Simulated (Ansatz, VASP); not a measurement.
# Mg in VASP and in Ansatz

File INCAR:

```
PREC = Accurate ; ENCUT = 600
EDIFF = 1E-6 ; ISMEAR = 0
SIGMA = 0.1 ; LREAL = F
LASPH = T ; NELM = 100
ALGO = Fast ; ISIF = 3
LWAVE = F ; LCHARG = F
GGA = PE ; IBRION = 2
NSW = 100 ; EDIFFG = -0.01
```

The input KPOINTS:

```
Automatic mesh
0
Gamma
  21 21 12
```

The input POSCAR:

```
Mg
1.0
    3.1720232863      0.0000000000      0.0000000000
   -1.5860116431      2.7470527473      0.0000000000
    0.0000000000      0.0000000000      5.1412049000
Mg
2
Direct
    0.3333333300      0.6666666700      0.2500000000
    0.6666666700      0.3333333300      0.7500000000
```

Input for Ansatz:

```yaml
crystal:
  lattice:
    - [3.1720232863, 0.0, 0.0]
    - [-1.5860116431, 2.7470527473, 0.0]
    - [0.0, 0.0, 5.1412049]
  atoms:
    - { symbol: Mg, position: [0.33333333, 0.66666667, 0.25] }
    - { symbol: Mg, position: [0.66666667, 0.33333333, 0.75] }
basis:
  ecutwfc: 420
kpoints:
  mp_grid: { grid: [21, 21, 12] }
hamiltonian:
  xc: pbe
scf:
  occupations: { method: gaussian, width: 0.1 }
output:
  forces: true
  stress: true
  eigenvalues: true
relax:
  adjacent_minimum: "off"
  f_tol: 0.01
  max_steps: 80
  cell: { stress_tol: 0.05 }
```

Alike in both runs: task relaxation of cell and atoms; functional PBE; k mesh 21 × 21 × 12; occupations gaussian, width 0.1 eV; no spin polarisation.

|  | VASP | Ansatz |
| --- | --- | --- |
| version | VASP 6.6.1 | Ansatz 0.2.0 |
| potentials or method | VASP PAW PBE potentials, release 64 (Mg), cutoff 600 eV | scalar-relativistic, plane waves, PAW |
| valence electrons in the cell | 4 | 20 |

VASP gave:

```
gap on the k mesh at the Fermi level, each at its own relaxed structure (eV) : none
relaxed volume (Å³/atom)                                                     : 22.87
relaxed cell length with the largest relative difference (Å)                 : 5.180
```

Problem. Which values does Ansatz return?

Solution. gap on the k mesh at the Fermi level, each at its own relaxed structure (eV): none; relaxed volume (Å³/atom): 22.94; relaxed cell length with the largest relative difference (Å): 5.188.

A gap of «none» marks a metal or a gap that the smearing closes. VASP's potentials hold 4 valence electrons a cell and Ansatz's 20, so a difference there can come from the potentials and not from the codes.
